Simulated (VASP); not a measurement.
BeAs2:

```
CELL_PARAMETERS angstrom
3.64541 0.00000 0.00000
0.00000 3.64541 0.00000
0.00000 0.00000 7.54777
ATOMIC_POSITIONS crystal
Be 0.00000 0.50000 0.28100
Be 0.50000 0.00000 0.71900
As 0.00000 0.00000 0.00000
As 0.50000 0.50000 0.00000
As 0.00000 0.50000 0.63900
As 0.50000 0.00000 0.36100
```

Base run:

| Property | Result |
| --- | --- |
| Program | VASP 6.6.1 |
| Functional | PBE |
| Dispersion | D4 |
| Potentials or basis | VASP PAW PBE potentials, release 64 (Be, As) |
| Cutoff | 520 eV |
| k mesh | 5 × 5 × 3 |
| Occupations | fermi-dirac, width 0.1 eV |
| Spin | no spin polarisation |

Its results: band gap on the k mesh zero (bands 12 and 13 overlap by 1.06 eV); pressure -5.0 GPa; largest force 0.720 eV/Å.

Problem. The run is repeated on the same cell with these changes: functional from PBE to r2SCAN; dispersion from D4 to none. What comes out?

Solution. Band gap on the k mesh zero (bands 12 and 13 overlap by 1.09 eV); pressure -2.8 GPa; largest force 0.836 eV/Å.

Several settings changed at once.

Caveats: the stress differs along the axes, from -10 to -3 GPa (at least some runs); the stress differs along the axes, from -7 to -1 GPa (at least some runs); the PAW data sets were made with another functional, which shifts forces and pressure a little (at least some runs).
